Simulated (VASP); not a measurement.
# BN (P2_1) in VASP: notebook

The runs below take BN through single point, with PBE.

All numbers are computed with VASP 6.6.1; they aren't measurements. Logs are shortened: lines on timing, memory, paths and dates and some standing lists are left out, and cuts for length are marked.

## (1) The cell of the first run

It takes space group P2_1 (No. 4, monoclinic). Conventional cell: a = 2.543 Å, b = 4.227 Å, c = 2.554 Å, α = 90.00°, β = 119.57°, γ = 90.00°. Within 2.1 Å of B (site symmetry 1) lie 4 N at 1.56 to 1.58 Å. N (site symmetry 1) has 4 B at 1.56 to 1.58 Å within 2.1 Å.

## (2) Single point, PBE (strain -0.0100 x Voigt [0, 0, 0, 0, 0, 1])

Contents of INCAR:

```
  PREC = Accurate
  ENCUT = 520
  EDIFF = 1E-6
  ISMEAR = 0
  SIGMA = 0.05
  LREAL = False
  LASPH = True
  NELM = 60
  ALGO = Normal
  ISIF = 2
  LWAVE = False
  LCHARG = False
  GGA = PE
  NBANDS = 16
```

Contents of KPOINTS:

```
regular mesh
0
Gamma
  12 12 6
```

Contents of POSCAR:

```
BN
1.0
    2.5539396017     -0.0127696980      0.0000000000
   -1.2880286837      2.2181614238      0.0000000000
    0.0000000000      0.0000000000      4.2268550000
B N
2 2
Direct
    0.6666666667      0.3333333333      0.9997240000
    0.3333333333      0.6666666667      0.4997240000
    0.6666666667      0.3333333333      0.6252760000
    0.3333333333      0.6666666667      0.1252760000
```

Potentials or basis: VASP PAW PBE potentials, release 64 (B, N).

Launch:

```
$ cat potpaw_PBE.64/B/POTCAR potpaw_PBE.64/N/POTCAR > POTCAR
$ mpirun -np 1 vasp_std > vasp.out
```

OUTCAR:

```text
PREC = Accurate
   ENCUT = 520
   EDIFF = 1E-6
   ISMEAR = 0
   LREAL = False
   LASPH = True
   NELM = 60
   ISIF = 2
   GGA = PE

 ion  position               nearest neighbor table
   1  0.667  0.333  1.000-   4 1.56   4 1.57   4 1.57   3 1.58
   2  0.333  0.667  0.500-   3 1.56   3 1.57   3 1.57   4 1.58
   3  0.667  0.333  0.625-   2 1.56   2 1.57   2 1.57   1 1.58
   4  0.333  0.667  0.125-   1 1.56   1 1.57   1 1.57   2 1.58

  LATTYP: Found a simple monoclinic cell.
 ALAT       =     2.5428887346
 B/A-ratio  =     1.6622256973
 C/A-ratio  =     1.0043583469
 COS(beta)  =    -0.4934813925

  Lattice vectors:

 A1 = (   1.2659109180,   2.2053917258,   0.0000000000)
 A2 = (   0.0000000000,   0.0000000000,  -4.2268550000)
 A3 = (  -2.5539396017,   0.0127696980,   0.0000000000)

Analysis of symmetry for initial positions (statically):
=====================================================================
 Subroutine PRICEL returns:
 Original cell was already a primitive cell.

 Routine SETGRP: Setting up the symmetry group for a
 simple monoclinic supercell.

 Subroutine GETGRP returns: Found  2 space group operations
 (whereof  1 operations were pure point group operations)
 out of a pool of  4 trial point group operations.

The static configuration has the point symmetry C_1 .
 The point group associated with its full space group is C_2 .

Analysis of symmetry for dynamics (positions and initial velocities):
=====================================================================
 Subroutine PRICEL returns:
 Original cell was already a primitive cell.

 Routine SETGRP: Setting up the symmetry group for a
 simple monoclinic supercell.

 Subroutine GETGRP returns: Found  2 space group operations
 (whereof  1 operations were pure point group operations)
 out of a pool of  4 trial point group operations.

The dynamic configuration has the point symmetry C_1 .
 The point group associated with its full space group is C_2 .

 Subroutine INISYM returns: Found  2 space group operations
 (whereof  1 operations are pure point group operations),
 and found     1 'primitive' translations

----------------------------------------------------------------------------------------

                                     Primitive cell

  volume of cell :      23.8758

  direct lattice vectors                    reciprocal lattice vectors
     2.553939602 -0.012769698  0.000000000     0.392692068  0.228026077  0.000000000
    -1.288028684  2.218161424  0.000000000     0.002260683  0.452136537  0.000000000
     0.000000000  0.000000000  4.226855000     0.000000000  0.000000000  0.236582518

  length of vectors
     2.553971526  2.565006431  4.226855000     0.454095752  0.452142188  0.236582518

  position of ions in fractional coordinates (direct lattice)
     0.666666667  0.333333333  0.999724000
     0.333333333  0.666666667  0.499724000
     0.666666667  0.333333333  0.625276000
     0.333333333  0.666666667  0.125276000

  ion indices of the primitive-cell ions
   primitive index   ion index
                 1           1
                 2           2
                 3           3
                 4           4

----------------------------------------------------------------------------------------

 KPOINTS: regular mesh

Automatic generation of k-mesh.
 Grid dimensions read from file:
 generate k-points for:   12   12    6

 Generating k-lattice:

  Cartesian coordinates                     Fractional coordinates (reciprocal lattice)
     0.032724339  0.019002173  0.000000000     0.083333333 -0.000000000  0.000000000
     0.000188390  0.037678045  0.000000000     0.000000000  0.083333333  0.000000000
     0.000000000  0.000000000  0.039430420     0.000000000  0.000000000  0.166666667

  Length of vectors
     0.037841313  0.037678516  0.039430420

  Shift w.r.t. Gamma in fractional coordinates (k-lattice)
     0.000000000  0.000000000  0.000000000

 Subroutine IBZKPT returns following result:
 ===========================================

 Found    296 irreducible k-points:

 Following reciprocal coordinates:
            Coordinates               Weight
  0.000000  0.000000  0.000000      1.000000
  0.083333 -0.000000  0.000000      2.000000
  0.166667 -0.000000  0.000000      2.000000
  0.250000 -0.000000  0.000000      2.000000
  0.333333 -0.000000  0.000000      2.000000
  0.416667 -0.000000  0.000000      2.000000
[... 16 lines left out ...]
  0.250000  0.166667  0.000000      2.000000
  0.333333  0.166667  0.000000      2.000000
 [... further k-points ...]
   k-points           NKPTS =    296   k-points in BZ     NKDIM =    296   number of bands    NBANDS=     16
   number of dos      NEDOS =    301   number of ions     NIONS =      4
   total plane-waves  NPLWV =  12800
   dimension x,y,z NGX =    20 NGY =   20 NGZ =   32
   dimension x,y,z NGXF=    40 NGYF=   40 NGZF=   64
   ions per type =               2   2
   NGX,Y,Z   is equivalent  to a cutoff of  13.02, 12.96, 12.59 a.u.
   NGXF,Y,Z  is equivalent  to a cutoff of  26.04, 25.93, 25.17 a.u.
 SYSTEM =  unknown system
   PREC   = accura    normal or accurate (medium, high low for compatibility)
   ISTART =      0    job   : 0-new  1-cont  2-samecut
   ICHARG =      2    charge: 1-file 2-atom 10-const
   ISPIN  =      1    spin polarized calculation?
   LNONCOLLINEAR =      F non collinear calculations
   LSORBIT =      F    spin-orbit coupling
   LASPH  =      T    aspherical Exc in radial PAW
   ENCUT  =  520.0 eV  38.22 Ry    6.18 a.u.   4.75  4.77  7.86*2*pi/ulx,y,z
   NELM   =     60;   NELMIN=  2; NELMDL= -5     # of ELM steps
   EDIFF  = 0.1E-05   stopping-criterion for ELM
   LREAL  =      F    real-space projection
   EDIFFG = 0.1E-04   stopping-criterion for IOM
   NSW    =      0    number of steps for IOM
   IBRION =     -1    ionic relax: 0-MD 1-quasi-New 2-CG
   NFREE  =      0    steps in history (QN), initial steepest desc. (CG)
   ISIF   =      2    stress and relaxation
   ISYM   =      2    0-nonsym 1-usesym 2-fastsym
   POTIM  = 0.5000    time-step for ionic-motion
   TEBEG  =    0.0;   TEEND  =   0.0 temperature during run
   PSTRESS=    0.0 pullay stress
   NELECT =      16.0000    total number of electrons
   NUPDOWN=      -1.0000    fix difference up-down
   EMIN   =  10.00;   EMAX   =-10.00  energy-range for DOS
   EFERMI =   0.00;   METHOD = LEGACY
   ISMEAR =     0;   SIGMA  =   0.05  broadening in eV -4-tet -1-fermi 0-gaus
   EFERMI_NEDOS =   21; number of points for ismear=-14 and -15
   IALGO  =     38    algorithm
   IMIX   =      4    mixing-type and parameters
     AMIX     =   0.40;   BMIX     =  1.00
     AMIX_MAG =   1.60;   BMIX_MAG =  1.00
  volume/ion in A,a.u.               =       5.97        40.28
  Fermi-wavevector in a.u.,A,eV,Ry     =   1.432612  2.707245 27.924301  2.052378
  Thomas-Fermi vector in A             =   2.552221
   LORBIT       =      0    0 simple, 1 ext, 2 COOP (PROOUT), +10 PAW based schemes
   GGA     = PE    functional components
   LHFCALC =     F    Hartree Fock is set to
   AEXX    =    0.0000 exact exchange contribution
   IVDW    =     0    specifies the selected vdW correction
   LEPSILON=     F    determine dielectric tensor
   LRPA    =     F    only Hartree local field effects (RPA)
 non-spin polarized calculation
 Gauss-broadening in eV      SIGMA  =   0.05
  energy-cutoff  :      520.00
  volume of cell :       23.88
 maximum number of plane-waves:       664
   NGX =  9   NGY =  9   NGZ = 15

 number of electron      16.0000000 magnetization

 Free energy of the ion-electron system (eV)
  ---------------------------------------------------
  ext. energy  EPLUGINS =         0.00000000
  ---------------------------------------------------
  free energy    TOTEN  =       -34.82966183 eV

  energy without entropy =      -34.82966183  energy(sigma->0) =      -34.82966183

 E-fermi :   7.6539     XC(G=0): -12.7612

 val. band max:        7.4618344341   @ k =   0.0000   0.0000   0.0000
 cond. band min:      12.6291248266   @ k =   0.3333   0.3333   0.0000
 fundamental gap:      5.1672903924
 Fermi energy:         7.6539224823

 k-point     1 :       0.0000    0.0000    0.0000
  band No.  band energies     occupation
      1     -12.8570      2.00000
      2      -8.7571      2.00000
      3      -3.3940      2.00000
      4       5.2999      2.00000
      5       5.3666      2.00000
      6       7.1573      2.00000
[... 8 lines left out ...]
     15      19.3575      0.00000
     16      23.5099      0.00000

 k-point     2 :       0.0833   -0.0000    0.0000
  band No.  band energies     occupation
      1     -12.7055      2.00000
      2      -8.6409      2.00000
      3      -3.2439      2.00000
      4       4.6811      2.00000
      5       5.0178      2.00000
      6       6.8844      2.00000
[... 8 lines left out ...]
     15      19.6305      0.00000
     16      23.2925      0.00000

 k-point     3 :       0.1667   -0.0000    0.0000
  band No.  band energies     occupation
      1     -12.2559      2.00000
      2      -8.3077      2.00000
      3      -2.7991      2.00000
      4       3.0396      2.00000
      5       4.3438      2.00000
      6       5.4791      2.00000
[... 8 lines left out ...]
     15      20.7851      0.00000
     16      22.6889      0.00000

 k-point     4 :       0.2500   -0.0000    0.0000
  band No.  band energies     occupation
      1     -11.5255      2.00000
      2      -7.8201      2.00000
      3      -2.0810      2.00000
      4       1.0839      2.00000
      5       3.5920      2.00000
      6       3.7204      2.00000
[... 8 lines left out ...]
     15      22.2610      0.00000
     16      22.8304      0.00000
[... 324 lines left out ...]
 k-point    22 :       0.1667    0.1667    0.0000
  band No.  band energies     occupation
      1     -11.0999      2.00000
      2      -7.5671      2.00000
      3      -1.6606      2.00000
      4       0.8579      2.00000
      5       1.8158      2.00000
      6       3.7977      2.00000
[... 8 lines left out ...]
     15      22.8014      0.00000
     16      23.2159      0.00000

 k-point    23 :       0.2500    0.1667    0.0000
  band No.  band energies     occupation
      1     -10.1542      2.00000
      2      -7.1643      2.00000
      3      -0.7385      2.00000
      4      -0.4000      2.00000
      5       0.7148      2.00000
      6       2.5955      2.00000
[... 8 lines left out ...]
     15      22.6115      0.00000
     16      23.6385      0.00000

 k-point    24 :       0.3333    0.1667    0.0000
  band No.  band energies     occupation
      1      -9.0965      2.00000
      2      -7.1094      2.00000
      3      -1.4065      2.00000
      4       0.0676      2.00000
      5       0.4261      2.00000
      6       1.4664      2.00000
[... 8 lines left out ...]
     15      23.2227      0.00000
     16      23.8435      0.00000

 [... further k-points ...]

------------------------ aborting loop because EDIFF is reached ----------------------------------------

  FORCE on cell =-STRESS in cart. coord.  units (eV):
  Direction    XX          YY          ZZ          XY          YZ          ZX
  --------------------------------------------------------------------------------------
  -------------------------------------------------------------------------------------
  Total        0.0729291      0.0766474     -0.0482583      0.6101084      0.0000000      0.0000000
  in kB        4.8938742      5.1433922     -3.2383516     40.9410734      0.0000000      0.0000000
  external PRESSURE =       2.2663050 kB  Pullay stress =       0.0000000 kB

 VOLUME and BASIS-vectors are now :
 -----------------------------------------------------------------------------
  energy-cutoff  :      520.00
  volume of cell :       23.88
      direct lattice vectors                 reciprocal lattice vectors
     2.553939602 -0.012769698  0.000000000     0.392692068  0.228026077  0.000000000
    -1.288028684  2.218161424  0.000000000     0.002260683  0.452136537  0.000000000
     0.000000000  0.000000000  4.226855000     0.000000000  0.000000000  0.236582518

 POSITION                                       TOTAL-FORCE (eV/Angst)
 -----------------------------------------------------------------------------------
      1.27328      0.73087      4.22569        -0.020438     -0.001885      0.013198
     -0.00737      1.47452      2.11226         0.020438      0.001885      0.013198
      1.27328      0.73087      2.64295        -0.044052     -0.001939     -0.013198
     -0.00737      1.47452      0.52952         0.044052      0.001939     -0.013198
 -----------------------------------------------------------------------------------
    total drift:                                0.000000      0.000000      0.000178

  FREE ENERGIE OF THE ION-ELECTRON SYSTEM (eV)
  ---------------------------------------------------
  free  energy   TOTEN  =       -34.8296618264 eV

  energy  without entropy=      -34.8296618264  energy(sigma->0) =      -34.82966183
```

It took 2.5 min on 1 thread of Intel Xeon 8259CL, shared host; peak memory 0.21 GiB.

What came out:

```
Free energy            : -34.8297 eV
Pressure               : 0.2 GPa
Largest force          : 0.046 eV/Å
Band gap on the k mesh : 5.17 eV (least direct gap 8.20 eV)
```

Forces in eV/Å, atoms in the order of the input:
```
B   -0.020 -0.002  0.013
B    0.020  0.002  0.013
N   -0.044 -0.002 -0.013
N    0.044  0.002 -0.013
```

Levels at points of the mesh, in eV from the valence-band top:
| k point | band 5 | band 6 | band 7 | band 8 | band 9 | band 10 | band 11 | band 12 |
| --- | --- | --- | --- | --- | --- | --- | --- | --- |
| (0.00, 0.00, 0.00) | -2.10 | -0.30 | -0.06 | 0.00 | 8.21 | 8.37 | 8.50 | 9.42 |
| (0.50, 0.00, 0.00) | -6.83 | -5.05 | -4.40 | -2.20 | 6.50 | 7.87 | 10.43 | 11.23 |
| (0.00, 0.50, 0.00) | -6.88 | -4.96 | -4.39 | -2.12 | 6.65 | 7.90 | 10.52 | 11.36 |
| (0.50, 0.50, 0.00) | -6.94 | -4.87 | -4.40 | -2.05 | 6.81 | 7.92 | 10.61 | 11.49 |
| (0.00, 0.00, 0.50) | -1.22 | -1.22 | -1.16 | -1.16 | 9.33 | 9.33 | 9.78 | 9.78 |
| (0.50, 0.00, 0.50) | -3.84 | -3.84 | -3.55 | -3.55 | 6.45 | 6.45 | 9.90 | 9.90 |
| (0.00, 0.50, 0.50) | -3.76 | -3.76 | -3.57 | -3.57 | 6.52 | 6.52 | 9.94 | 9.94 |
| (0.50, 0.50, 0.50) | -3.67 | -3.67 | -3.59 | -3.59 | 6.59 | 6.59 | 9.99 | 9.99 |

Caveat: the cell differs from its parent crystal (strain -0.0100 x Voigt [0, 0, 0, 0, 0, 1]).

(Part 1 of 2 ends here.)
